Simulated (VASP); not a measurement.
# Al16N16F (a cell with a defect) in VASP: further runs, part 2 of 2

VASP 6.6.1. Earlier steps stand in the parts before.

## (3) Single point, PBE, collinear spin

Contents of INCAR:

```
ALGO = Normal ; EDIFF = 1E-6
ENCUT = 520 ; GGA = PE
GGA_COMPAT = F ; ISIF = 2
ISMEAR = -1 ; ISPIN = 2
ISYM = -1 ; LASPH = T
LCHARG = T ; LELF = T
LORBIT = 11 ; LREAL = Auto
LVHAR = T ; LWAVE = F
MAGMOM = 0 0 0 0 0 0 0 0 0 0 0 0 0 0 0 0 0.02 0.04 0.02 0.01 0 0.28 0.05 0 0.08 0.02 0.01 0.04 0.04 0.1 0.01 0.02 0.12 ; NBANDS = 94
NELM = 200 ; NUPDOWN = 1.0
PREC = Accurate ; SIGMA = 0.01
```

Contents of KPOINTS:

```
explicit points
1
Reciprocal
  0.25000000   0.25000000   0.25000000 1
```

Contents of POSCAR:

```
Al16N16F
1.0
    6.2595139128      0.0000000578      0.0000000000
   -3.1297570064      5.4208980350      0.0000000000
    0.0000000000      0.0000000000     10.0348065929
Al N F
16 16 1
Direct
    0.3328895561      0.1713403032      0.2519740538
    0.1679476025      0.3314318618      0.5026785381
    0.3328129796      0.1666517929      0.7506245745
    0.1661863127      0.3396930416      0.9974750140
    0.3313358835      0.6636097869      0.2522499341
    0.1655554048      0.8330230552      0.5028177493
    0.3308544143      0.6660147625      0.7478456130
    0.1643111874      0.8368622886      0.9940237980
    0.8363490143      0.1630333003      0.2492918277
    0.6672933628      0.3294559764      0.5072491155
    0.8332452367      0.1653933781      0.7518656011
    0.6653304398      0.3354247225      1.0012844974
    0.8266283704      0.6653073609      0.2523940877
    0.6659187883      0.8300070278      0.5024841313
    0.8319947857      0.6656690269      0.7507625973
    0.6600920816      0.8342432388      0.9967857785
    0.3445266920      0.1728225626      0.4480985637
    0.1753152255      0.3492228214      0.1826132760
    0.3316527150      0.1721388188      0.9395521933
    0.1667480005      0.3309288575      0.6915167712
    0.3309716819      0.6662263937      0.4420700358
    0.1795070654      0.8303342832      0.1820381003
    0.3286560878      0.6707482488      0.9348319246
    0.1661938604      0.8322318827      0.6918281326
    0.8301494140      0.1678104823      0.4457761881
    0.6690231584      0.3330713040      0.1911005847
    0.8303566808      0.1698780102      0.9401406134
    0.6680925402      0.3302905269      0.6957364874
    0.8249388391      0.6527181455      0.4486557274
    0.6476516385      0.8259754549      0.1821743012
    0.8288127500      0.6697523838      0.9398703103
    0.6665296872      0.8310003229      0.6918315603
    0.0015017294     -0.0091936965      0.3081188662
```

Potentials or basis: VASP PAW PBE potentials, release 64 (Al, N, F).

Launch:

```
cat potpaw_PBE.64/Al/POTCAR potpaw_PBE.64/N/POTCAR potpaw_PBE.64/F/POTCAR > POTCAR
mpirun -np 1 vasp_std > vasp.out
```

OUTCAR:

```text
EDIFF = 1E-6
   ENCUT = 520
   GGA = PE
   ISIF = 2
   ISMEAR = -1
   ISPIN = 2
   ISYM = -1
   LASPH = T
   LORBIT = 11
   LREAL = Auto
   NELM = 200
   NUPDOWN = 1.0
   PREC = Accurate

 ion  position               nearest neighbor table
   1  0.333  0.171  0.252-  33 1.88  26 1.92  18 1.95  17 1.97  22 1.98   2 3.07   9 3.08   5 3.09
                            13 3.09  12 3.09   6 3.11   4 3.13  10 3.14   8 3.16  13 3.17   5 3.17
   2  0.168  0.331  0.503-  20 1.89  17 1.90  21 1.91  25 1.92   7 3.06   3 3.06   1 3.07  11 3.09
                             5 3.09   6 3.11   9 3.11  14 3.12  10 3.13  10 3.13  14 3.14   6 3.15
   3  0.333  0.167  0.751-  20 1.89  19 1.90  28 1.90  24 1.91   8 3.03  10 3.04   2 3.06   6 3.07
                             4 3.09  12 3.09  11 3.12  15 3.12   7 3.13   7 3.13  15 3.14  11 3.14
   4  0.166  0.340  0.997-  18 1.86  19 1.90  23 1.90  27 1.91  11 3.06   7 3.07   3 3.09  16 3.09
                             9 3.10   5 3.10   8 3.12  12 3.12   1 3.13  12 3.14   8 3.14  16 3.17
   5  0.331  0.664  0.252-  18 1.84  30 1.85  22 1.87  21 1.90   1 3.09   2 3.09  13 3.09  14 3.10
                             4 3.10   6 3.10   9 3.12  16 3.12   9 3.14  13 3.16   1 3.17   8 3.18
   6  0.166  0.833  0.503-  24 1.90  21 1.90  17 1.92  29 1.93  33 2.62   7 3.05   3 3.07  15 3.08
[... 394 lines left out ...]
  volume of cell :      340.50
      direct lattice vectors                 reciprocal lattice vectors
     6.259513913  0.000000058  0.000000000     0.159756813  0.092235641  0.000000000
    -3.129757006  5.420898035  0.000000000    -0.000000002  0.184471279  0.000000000
     0.000000000  0.000000000 10.034806593     0.000000000  0.000000000  0.099653141

 POSITION                                       TOTAL-FORCE (eV/Angst)
 -----------------------------------------------------------------------------------
      1.54747      0.92882      2.52851         0.014595      0.010347      0.016970
      0.01397      1.79666      5.04428        -0.001955     -0.002343      0.002261
      1.56167      0.90340      7.53237        -0.007908      0.008007      0.004414
     -0.02291      1.84144     10.00947         0.002161      0.004116     -0.005362
     -0.00294      3.59736      2.53128         0.002091      0.014415      0.011343
     -1.57086      4.51573      5.04568        -0.000677      0.002161     -0.008817
[... 25 lines left out ...]
      1.57132      4.50477      6.94240        -0.000184     -0.005816      0.000217
     -3.09158      5.37106      3.09191         0.004841      0.009434      0.009489
 -----------------------------------------------------------------------------------
    total drift:                               -0.008409     -0.007092      0.000513

  FREE ENERGIE OF THE ION-ELECTRON SYSTEM (eV)
  ---------------------------------------------------
  free  energy   TOTEN  =      -241.3808043468 eV

  energy  without entropy=     -241.3808037711  energy(sigma->0) =     -241.38080406

 total charge

# of ion       s       p       d       tot
------------------------------------------
    1        0.355   0.406   0.000   0.761
    2        0.375   0.430   0.000   0.805
    3        0.375   0.435   0.000   0.809
    4        0.375   0.438   0.000   0.813
    5        0.382   0.458   0.000   0.840
    6        0.377   0.425   0.000   0.801
[... 25 lines left out ...]
   32        1.231   2.613   0.000   3.844
   33        1.767   4.467   0.000   6.234
--------------------------------------------------
tot         27.473  53.073   0.000  80.546

 magnetization (x)

# of ion       s       p       d       tot
------------------------------------------
    1       -0.001   0.001   0.000  -0.000
    2       -0.000   0.000   0.000  -0.000
    3       -0.000   0.000   0.000   0.000
    4       -0.000   0.000   0.000  -0.000
    5       -0.002   0.002   0.000   0.000
    6       -0.000   0.000   0.000   0.000
[... 25 lines left out ...]
   32        0.000   0.017   0.000   0.017
   33        0.001   0.105   0.000   0.106
--------------------------------------------------
tot          0.006   0.742   0.000   0.748
```

stdout:

```text
POSCAR found type information on POSCAR AlN F
 POSCAR found :  3 types and      33 ions
 scaLAPACK will be used
 LDA part: xc-table for (Slater+PW92), standard interpolation
 POSCAR, INCAR and KPOINTS ok, starting setup
 FFT: planning ... GRIDC
 FFT: planning ... GRID_SOFT
 FFT: planning ... GRID
 WAVECAR not read
 entering main loop
```

Wall time 1.8 min (1 thread of Intel Xeon 6975P-C (Granite Rapids), shared host); peak memory 0.57 GiB.

What came out:

* Free energy: -241.3808 eV
* Pressure: 4.6 GPa
* Largest force: 0.035 eV/Å
* Net moment: 1.00 μB per cell
* Site moments: Al -0.00, +0.00, +0.01 (each value once); N +0.02, +0.04, +0.01, +0.00, +0.24, +0.07, +0.03, +0.08 (each value once); F +0.11 μB
* Valence electrons inside the program's atomic spheres: Al 0.76, 0.81, 0.84, 0.80, 0.82, 0.86, 0.75 (each value once); N 3.85, 3.86, 3.84, 3.83, 3.79 (each value once); F 6.23

Forces in eV/Å, atoms in the order of the input:
```
Al   0.015  0.010  0.017
Al  -0.002 -0.002  0.002
Al  -0.008  0.008  0.004
Al   0.002  0.004 -0.005
Al   0.002  0.014  0.011
Al  -0.001  0.002 -0.009
Al   0.000 -0.008  0.003
Al  -0.003 -0.001  0.001
Al  -0.011  0.004  0.002
Al  -0.003 -0.005  0.006
Al   0.001  0.002  0.003
Al  -0.007  0.011 -0.011
Al  -0.006 -0.033  0.009
Al   0.003  0.001 -0.004
Al  -0.003  0.003  0.004
Al   0.002 -0.014  0.000
N    0.005 -0.016 -0.012
N    0.005 -0.003 -0.002
N   -0.006  0.012 -0.006
N    0.002  0.005  0.002
N   -0.007  0.011 -0.014
N   -0.001  0.001  0.014
N    0.004 -0.011 -0.013
N    0.003 -0.004 -0.001
N    0.004 -0.007  0.001
N    0.004  0.000  0.007
N    0.006  0.006 -0.010
N    0.005 -0.001 -0.003
N    0.003  0.016 -0.014
N   -0.005 -0.005  0.010
N   -0.007 -0.004 -0.003
N    0.000 -0.006  0.000
F    0.005  0.009  0.009
```

Stress tensor (GPa, compression positive):
```
 4.30 -3.24  1.35
-3.24  1.29 -0.57
 1.35 -0.57  8.11
```

Caveat: the total moment is fixed, so each spin has its own Fermi level and the state may be an excited one.

## (4) Single point, PBE, collinear spin

Contents of INCAR:

```
  PREC = Accurate
  ENCUT = 520
  EDIFF = 1E-6
  ISMEAR = -1
  SIGMA = 0.01
  LREAL = Auto
  LASPH = True
  NELM = 200
  ALGO = Normal
  ISIF = 2
  LWAVE = False
  LCHARG = False
  ISPIN = 2
  MAGMOM = 0 0 0 0 0 0 0 0 0 0 0 0 0 0 0 0 0.02 0.04 0.02 0.01 0 0.28 0.05 0 0.08 0.02 0.01 0.04 0.04 0.1 0.01 0.02 0.12
  LORBIT = 11
  NUPDOWN = 1.0
  GGA = PE
  NBANDS = 94
  GGA_COMPAT = False
  ISYM = -1
```

KPOINTS is that of step 3.

Contents of POSCAR:

```
Al16N16F
1.0
    6.2595139128      0.0000000578      0.0000000000
   -3.1297570064      5.4208980350      0.0000000000
    0.0000000000      0.0000000000     10.0348065929
Al N F
16 16 1
Direct
    0.3328895312      0.1713402671      0.2519740503
    0.1679475956      0.3314318722      0.5026785393
    0.3328129823      0.1666517630      0.7506245647
    0.1661862975      0.3396929904      0.9974750088
    0.3313358688      0.6636098116      0.2522499305
    0.1655554140      0.8330230680      0.5028177473
    0.3308544194      0.6660147623      0.7478456075
    0.1643112018      0.8368622564      0.9940238243
    0.8363489974      0.1630333054      0.2492918244
    0.6672933504      0.3294560070      0.5072491153
    0.8332452288      0.1653933668      0.7518655872
    0.6653304534      0.3354247085      1.0012844957
    0.8266284219      0.6653074183      0.2523940813
    0.6659187786      0.8300070537      0.5024841253
    0.8319948094      0.6656690374      0.7507625926
    0.6600920984      0.8342432250      0.9967857788
    0.3445266695      0.1728225505      0.4480985649
    0.1753152530      0.3492228207      0.1826132787
    0.3316527135      0.1721387677      0.9395521934
    0.1667480005      0.3309288443      0.6915167612
    0.3309716816      0.6662264163      0.4420700306
    0.1795070122      0.8303342656      0.1820381251
    0.3286560846      0.6707482272      0.9348319239
    0.1661938802      0.8322318790      0.6918281194
    0.8301493874      0.1678104961      0.4457762047
    0.6690231636      0.3330713091      0.1911005861
    0.8303566805      0.1698779780      0.9401406139
    0.6680925405      0.3302905127      0.6957364808
    0.8249388558      0.6527182071      0.4486557126
    0.6476516578      0.8259754366      0.1821743127
    0.8288127848      0.6697523828      0.9398703151
    0.6665296812      0.8310003235      0.6918315482
    0.0015016911     -0.0091936030      0.3081189032
```

Launch:

```
cat potpaw_PBE.64/Al/POTCAR potpaw_PBE.64/N/POTCAR potpaw_PBE.64/F/POTCAR > POTCAR
mpirun -np 1 vasp_std > vasp.out
```

Run time: 1.8 min. Hardware: 1 thread of Intel Xeon 6975P-C (Granite Rapids), shared host; peak memory 0.57 GiB.

The run converged. Its results:

| Property | Result |
| --- | --- |
| Free energy | -241.3808 eV |
| Pressure | 4.6 GPa |
| Largest force | 0.035 eV/Å |
| Net moment | 1.00 μB per cell |
| Site moments | Al -0.00, +0.00, +0.01 (each value once); N +0.02, +0.04, +0.01, +0.00, +0.24, +0.07, +0.03, +0.08 (each value once); F +0.11 μB |
| Valence electrons inside the program's atomic spheres | Al 0.76, 0.81, 0.84, 0.80, 0.82, 0.86, 0.75 (each value once); N 3.85, 3.86, 3.84, 3.83, 3.79 (each value once); F 6.23 |

Forces on the atoms (eV/Å):
```
Al   0.015  0.010  0.017
Al  -0.002 -0.002  0.002
Al  -0.008  0.008  0.004
Al   0.002  0.004 -0.005
Al   0.002  0.014  0.011
Al  -0.001  0.002 -0.009
Al   0.000 -0.008  0.003
Al  -0.003 -0.001  0.001
Al  -0.011  0.004  0.002
Al  -0.003 -0.005  0.006
Al   0.001  0.002  0.003
Al  -0.007  0.011 -0.011
Al  -0.006 -0.033  0.009
Al   0.003  0.001 -0.004
Al  -0.003  0.003  0.004
Al   0.002 -0.014  0.000
N    0.005 -0.016 -0.012
N    0.005 -0.003 -0.002
N   -0.006  0.012 -0.006
N    0.002  0.005  0.002
N   -0.007  0.011 -0.014
N   -0.001  0.001  0.014
N    0.004 -0.011 -0.013
N    0.003 -0.004 -0.001
N    0.004 -0.007  0.001
N    0.004  0.000  0.007
N    0.006  0.006 -0.010
N    0.005 -0.001 -0.003
N    0.003  0.016 -0.014
N   -0.005 -0.005  0.010
N   -0.007 -0.004 -0.003
N    0.000 -0.006  0.000
F    0.005  0.009  0.009
```

Stress tensor (GPa, compression positive):
```
 4.30 -3.25  1.35
-3.25  1.29 -0.57
 1.35 -0.57  8.11
```

Caveat: the total moment is fixed, so each spin has its own Fermi level and the state may be an excited one.
